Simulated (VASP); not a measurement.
# Sn4As: single point with PBE

The system is Sn4As.

```
CELL_PARAMETERS angstrom
-3.37514 3.37514 3.37514
3.37514 -3.37514 3.37514
3.37514 3.37514 -3.37514
ATOMIC_POSITIONS crystal
Sn 0.00000 0.00000 0.50000
Sn 0.50000 0.00000 0.00000
Sn 0.50000 0.50000 0.50000
Sn 0.00000 0.50000 0.00000
As 0.00000 0.00000 0.00000
```

The cell was generated, and may not be a known phase.

* Program: VASP 6.6.1
* Task: single point
* Functional: PBE
* Potentials or basis: VASP PAW PBE potentials, release 64 (Sn_d, As)
* Cutoff: 520 eV
* k mesh: 4 × 4 × 4
* Occupations: gaussian, width 0.1 eV
* Spin: no spin polarisation

```
Pressure               : 0.3 GPa
Band gap on the k mesh : zero (an odd number of electrons rules out a gap without spin polarisation)
```

Levels at points of the mesh, in eV from the Fermi level:
```
           k point  band 26  band 27  band 28  band 29  band 30  band 31  band 32  band 33  band 34  band 35
(0.00, 0.00, 0.00)    -4.62    -4.62    -4.62    -1.75    -1.75    -1.75     2.58     2.58     2.58     2.62
(0.50, 0.00, 0.00)    -4.48    -1.49    -1.12    -0.83    -0.17    -0.10     0.57     0.91     1.29     1.74
(0.50, 0.50, 0.50)    -3.59    -3.14    -0.57    -0.57    -0.57     0.10     0.10     0.10     0.48     4.76
```

Run time: 64 s on 1 thread of Oxide Virtual Turin-like Processor, with other jobs on the host, peak memory 0.28 GiB.

Caveat: spin-orbit coupling is left out, which moves the levels of the heavy elements.
